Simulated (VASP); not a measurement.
# ZnO (P6_3mc) in VASP: notebook, part 2 of 2

VASP 6.6.1.

## 4. Single point, PBE (volume scaled by 1.03, then relaxed in part)

File INCAR:

```
PREC     = Accurate       # precision mode
ENCUT    = 520            # plane-wave cutoff, eV
EDIFF    = 1E-6           # SCF threshold, eV
ISMEAR   = 0              # smearing method
SIGMA    = 0.02           # smearing width, eV
LREAL    = False          # projectors in reciprocal space
LASPH    = True           # aspherical terms in the spheres
NELM     = 60             # most SCF steps
ALGO     = Normal         # electronic algorithm
ISIF     = 2              # what is computed and relaxed
LWAVE    = False          # write WAVECAR
LCHARG   = False          # write CHGCAR
GGA      = PE             # functional
NBANDS   = 26             # bands
```

File KPOINTS:

```
Automatic mesh
0
Gamma
  12 12 6
```

File POSCAR:

```
ZnO
1.0
    3.3119687514      0.0000000000      0.0000000000
   -1.6559843757      2.8682490753      0.0000000000
    0.0000000000      0.0000000000      5.3457321630
Zn O
2 2
Direct
    0.3333333333      0.6666666667      0.4999697863
    0.6666666667      0.3333333333     -0.0000302137
    0.6666666667      0.3333333333      0.3790402137
    0.3333333333      0.6666666667      0.8790402137
```

Potentials or basis: VASP PAW PBE potentials, release 64 (Zn, O).

Started as:

```
$ cat potpaw_PBE.64/Zn/POTCAR potpaw_PBE.64/O/POTCAR > POTCAR
$ mpirun -np 1 vasp_std > vasp.out
```

OUTCAR:

```text
PREC = Accurate
   ENCUT = 520
   EDIFF = 1E-6
   ISMEAR = 0
   LREAL = False
   LASPH = True
   NELM = 60
   ISIF = 2
   GGA = PE

 ion  position               nearest neighbor table
   1  0.333  0.667  0.500-   3 2.02   3 2.02   3 2.02   4 2.03
   2  0.667  0.333  1.000-   4 2.02   4 2.02   4 2.02   3 2.03
   3  0.667  0.333  0.379-   1 2.02   1 2.02   1 2.02   2 2.03
   4  0.333  0.667  0.879-   2 2.02   2 2.02   2 2.02   1 2.03

  LATTYP: Found a hexagonal cell.
 ALAT       =     3.3119687514
 C/A-ratio  =     1.6140647948

  Lattice vectors:

 A1 = (   3.3119687514,   0.0000000000,   0.0000000000)
 A2 = (  -1.6559843757,   2.8682490753,   0.0000000000)
 A3 = (   0.0000000000,   0.0000000000,   5.3457321630)

Analysis of symmetry for initial positions (statically):
=====================================================================
 Subroutine PRICEL returns:
 Original cell was already a primitive cell.

 Routine SETGRP: Setting up the symmetry group for a
 hexagonal supercell.

 Subroutine GETGRP returns: Found 12 space group operations
 (whereof  6 operations were pure point group operations)
 out of a pool of 24 trial point group operations.

The static configuration has the point symmetry C_3v.
 The point group associated with its full space group is C_6v.

Analysis of symmetry for dynamics (positions and initial velocities):
=====================================================================
 Subroutine PRICEL returns:
 Original cell was already a primitive cell.

 Routine SETGRP: Setting up the symmetry group for a
 hexagonal supercell.

 Subroutine GETGRP returns: Found 12 space group operations
 (whereof  6 operations were pure point group operations)
 out of a pool of 24 trial point group operations.

The dynamic configuration has the point symmetry C_3v.
 The point group associated with its full space group is C_6v.

[... 119 lines left out ...]
   IALGO  =     38    algorithm
   IMIX   =      4    mixing-type and parameters
     AMIX     =   0.40;   BMIX     =  1.00
     AMIX_MAG =   1.60;   BMIX_MAG =  1.00
  volume/ion in A,a.u.               =      12.70        85.67
  Fermi-wavevector in a.u.,A,eV,Ry     =   1.459729  2.758488 28.991413  2.130809
  Thomas-Fermi vector in A             =   2.576262
   LORBIT       =      0    0 simple, 1 ext, 2 COOP (PROOUT), +10 PAW based schemes
   GGA     = PE    functional components
   LHFCALC =     F    Hartree Fock is set to
   AEXX    =    0.0000 exact exchange contribution
   IVDW    =     0    specifies the selected vdW correction
   LEPSILON=     F    determine dielectric tensor
   LRPA    =     F    only Hartree local field effects (RPA)
 non-spin polarized calculation
 Gauss-broadening in eV      SIGMA  =   0.02
  energy-cutoff  :      520.00
  volume of cell :       50.78
 maximum number of plane-waves:      1387
 NGX is ok and might be reduce to    28
   NGX = 13   NGY = 13   NGZ = 19

 number of electron      36.0000029 magnetization

 Free energy of the ion-electron system (eV)
  ---------------------------------------------------
  ext. energy  EPLUGINS =         0.00000000
  ---------------------------------------------------
  free energy    TOTEN  =       -17.85316547 eV

  energy without entropy =      -17.85316547  energy(sigma->0) =      -17.85316547

 E-fermi :   0.7419     XC(G=0): -10.5709

 val. band max:        0.6431313395   @ k =   0.0000   0.0000   0.0000
 cond. band min:       1.3267468620   @ k =   0.0000   0.0000   0.0000
 fundamental gap:      0.6836155225
 Fermi energy:         0.7418628358

 k-point     1 :       0.0000    0.0000    0.0000
  band No.  band energies     occupation
      1     -16.9534      2.00000
      2     -16.3279      2.00000
      3      -4.7696      2.00000
      4      -4.7696      2.00000
      5      -4.7339      2.00000
      6      -4.5968      2.00000
[... 685 lines left out ...]
     25      13.7017      0.00000
     26      14.2227      0.00000

 [... further k-points ...]

------------------------ aborting loop because EDIFF is reached ----------------------------------------

  FORCE on cell =-STRESS in cart. coord.  units (eV):
  Direction    XX          YY          ZZ          XY          YZ          ZX
  --------------------------------------------------------------------------------------
  -------------------------------------------------------------------------------------
  Total       -0.8808493     -0.8808493     -0.8696833      0.0000000      0.0000000      0.0000000
  in kB      -27.7908546    -27.7908546    -27.4385669      0.0000000      0.0000000      0.0000000
  external PRESSURE =     -27.6734254 kB  Pullay stress =       0.0000000 kB

 VOLUME and BASIS-vectors are now :
 -----------------------------------------------------------------------------
  energy-cutoff  :      520.00
  volume of cell :       50.78
      direct lattice vectors                 reciprocal lattice vectors
     3.311968751  0.000000000  0.000000000     0.301935216  0.174322378  0.000000000
    -1.655984376  2.868249075  0.000000000     0.000000000  0.348644756  0.000000000
     0.000000000  0.000000000  5.345732163     0.000000000  0.000000000  0.187065115

 POSITION                                       TOTAL-FORCE (eV/Angst)
 -----------------------------------------------------------------------------------
     -0.00000      1.91217      2.67270         0.000000     -0.000000     -0.000958
      1.65598      0.95608      5.34557        -0.000000      0.000000     -0.000958
      1.65598      0.95608      2.02625        -0.000000      0.000000      0.000958
     -0.00000      1.91217      4.69911        -0.000000     -0.000000      0.000958
 -----------------------------------------------------------------------------------
    total drift:                                0.000000      0.000000     -0.000651

  FREE ENERGIE OF THE ION-ELECTRON SYSTEM (eV)
  ---------------------------------------------------
  free  energy   TOTEN  =       -17.8531654715 eV

  energy  without entropy=      -17.8531654715  energy(sigma->0) =      -17.85316547
```

OSZICAR:

```text
N       E                     dE             d eps       ncg     rms          rms(c)
DAV:   1     0.292828948711E+03    0.29283E+03   -0.18123E+04  4000   0.197E+03
DAV:   2     0.107116125585E+02   -0.28212E+03   -0.26397E+03  4200   0.404E+02
DAV:   3    -0.204971734752E+02   -0.31209E+02   -0.30812E+02  4388   0.137E+02
DAV:   4    -0.211027539524E+02   -0.60558E+00   -0.60437E+00  4398   0.198E+01
DAV:   5    -0.211058526620E+02   -0.30987E-02   -0.30985E-02  4258   0.144E+00    0.136E+01
DAV:   6    -0.176981533973E+02    0.34077E+01   -0.68944E+00  6316   0.636E+01    0.808E+00
DAV:   7    -0.178932720457E+02   -0.19512E+00   -0.29472E+00  4122   0.174E+01    0.489E+00
DAV:   8    -0.179004584648E+02   -0.71864E-02   -0.53193E-01  5288   0.718E+00    0.162E+00
DAV:   9    -0.178508698231E+02    0.49589E-01   -0.10442E-01  5736   0.636E+00    0.303E-01
DAV:  10    -0.178530072066E+02   -0.21374E-02   -0.32413E-02  4018   0.141E+00    0.116E-01
DAV:  11    -0.178531785832E+02   -0.17138E-03   -0.10389E-03  4398   0.744E-01    0.672E-02
DAV:  12    -0.178531520383E+02    0.26545E-04   -0.27472E-04  5394   0.485E-01    0.164E-02
DAV:  13    -0.178531703910E+02   -0.18353E-04   -0.57637E-05  4064   0.706E-02    0.187E-02
DAV:  14    -0.178531657921E+02    0.45989E-05   -0.13741E-05  4576   0.323E-02    0.279E-03
DAV:  15    -0.178531654715E+02    0.32058E-06   -0.86703E-07  2772   0.136E-02
   1 F= -.17853165E+02 E0= -.17853165E+02  d E =-.681091E-15
```

Wall time 43 s (1 thread of Intel Xeon 6975P-C (Granite Rapids), shared host); peak memory 0.22 GiB.

Results:

```yaml
Free_energy: -17.8532 eV
Pressure: -2.8 GPa
Band_gap_on_the_k_mesh: 0.68 eV, direct
```

Levels at points of the mesh, in eV from the valence-band top:
```csv
k point,band 14,band 15,band 16,band 17,band 18,band 19,band 20,band 21,band 22,band 23
"(0.00, 0.00, 0.00)",-0.72,-0.72,-0.07,0.00,0.00,0.68,4.98,7.97,12.57,12.57
"(0.50, 0.00, 0.00)",-3.34,-2.63,-2.05,-1.19,-0.76,5.49,6.78,7.49,8.06,10.25
"(0.00, 0.00, 0.50)",-2.21,-0.36,-0.36,-0.36,-0.36,3.29,3.29,9.79,9.79,12.86
"(0.50, 0.00, 0.50)",-3.63,-1.37,-1.37,-1.26,-1.26,5.58,5.58,8.06,8.06,11.03
```

## 5. Single point, PBE (volume scaled by 1.06, then relaxed in part)

File INCAR:

```
SYSTEM = ZnO
PREC = Accurate
ENCUT = 520
EDIFF = 1E-6
ISMEAR = 0
SIGMA = 0.02
LREAL = .FALSE.
LASPH = .TRUE.
NELM = 80
ALGO = Normal
ISIF = 2
LWAVE = .FALSE.
LCHARG = .FALSE.
GGA = PE
NBANDS = 26
```

File KPOINTS:

```
regular mesh
0
G
  12 12 6
  0 0 0
```

File POSCAR:

```
ZnO
1.0
    3.3438165585      0.0000000000      0.0000000000
   -1.6719082793      2.8958300853      0.0000000000
    0.0000000000      0.0000000000      5.3971365872
Zn O
2 2
Direct
    0.3333333333      0.6666666667      0.4999697863
    0.6666666667      0.3333333333     -0.0000302137
    0.6666666667      0.3333333333      0.3790402137
    0.3333333333      0.6666666667      0.8790402137
```

Started as:

```
$ cat potpaw_PBE.64/Zn/POTCAR potpaw_PBE.64/O/POTCAR > POTCAR
$ mpirun -np 1 vasp_std > vasp.out
```

Wall time 45 s (1 thread of Intel Xeon 6975P-C (Granite Rapids), shared host); peak memory 0.22 GiB.

Results (log left out):

* Free energy: -17.8139 eV
* Pressure: -5.9 GPa
* Band gap on the k mesh: 0.64 eV, direct

Levels at points of the mesh, in eV from the valence-band top:
```csv
k point,band 15,band 16,band 17,band 18,band 19,band 20,band 21,band 22
"(0.00, 0.00, 0.00)",-0.69,-0.06,0.00,0.00,0.64,4.87,7.88,12.42
"(0.50, 0.00, 0.00)",-2.55,-1.96,-1.14,-0.72,5.37,6.74,7.44,7.86
"(0.00, 0.00, 0.50)",-0.34,-0.34,-0.34,-0.34,3.22,3.22,9.67,9.67
"(0.50, 0.00, 0.50)",-1.31,-1.31,-1.21,-1.21,5.52,5.52,7.90,7.90
```

## 6. Overview

```tsv
cell	gap on the mesh (eV)	pressure (GPa)
a = 3.246, b = 3.246, c = 5.240 Å, angles 90.0, 90.0, 120.0°, 4 atoms	0.77	5.3
a = 3.279, b = 3.279, c = 5.293 Å, angles 90.0, 90.0, 120.0°, 4 atoms	0.73	0.9
a = 3.312, b = 3.312, c = 5.346 Å, angles 90.0, 90.0, 120.0°, 4 atoms	0.68	-2.8
a = 3.344, b = 3.344, c = 5.397 Å, angles 90.0, 90.0, 120.0°, 4 atoms	0.64	-5.9
```

Alike in all rows: task single point; level PBE; potentials or basis VASP PAW PBE potentials, release 64 (Zn, O); no spin polarisation; k mesh 12 × 12 × 6; cutoff (eV) 520; smearing gaussian 0.02 eV.

Total energies depend on the potentials used, so only differences within one code and one set of settings carry meaning.

## 7. Comparison with measurements

Step 3. Measured gap of ZnO: 3.37 eV (quoted in “Electronic structure of alkaline earth and post-transition metal oxides”, 2009, arxiv:0908.1581). This calculation gives 0.73 eV (-2.64 eV). So large a miss can be the level of theory's own, or it may mean another phase, state or a wrong row. The value is that of PBE, without temperature or zero-point motion. Semilocal functionals fall short of measured gaps as a rule.
